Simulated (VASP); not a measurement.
A run of VASP 6.6.1 is set up as follows.

The input INCAR:

```
ALGO = Normal
EDIFF = 1E-6
ENCUT = 500
GGA = PE
GGA_COMPAT = F
ISIF = 2
ISMEAR = 0
LASPH = T
LCHARG = F
LREAL = F
LWAVE = F
NBANDS = 16
NELM = 120
PREC = Accurate
SIGMA = 0.2
```

Contents of KPOINTS:

```
k-points
0
Gamma
  5 5 4
```

File POSCAR:

```
Al3Cl
1.0
    4.6928226262     -0.0000000032      0.0000000000
   -2.3464113103      4.0641036114      0.0000000000
    0.0000000000      0.0000000000      5.2194023778
Al Cl
3 1
Direct
    0.3333333333      0.6666666667      0.0000000000
    0.6666666667      0.3333333333      0.0000000000
    0.0000000000      0.0000000000      0.0000000000
    0.0000000000      0.0000000000      0.5000000000
```

Potentials or basis: VASP PAW PBE potentials, release 64 (Al, Cl).

The run is started by

```bash
$ cat potpaw_PBE.64/Al/POTCAR potpaw_PBE.64/Cl/POTCAR > POTCAR
$ mpirun -np 1 vasp_std > vasp.out
```

(1) Estimate the pressure.

(2) Predict the band gap on the k mesh.

Results:

(1) 0.2 GPa.

(2) zero (band 8 reaches 4.52 eV, above the bottom of band 9 at 2.92 eV).
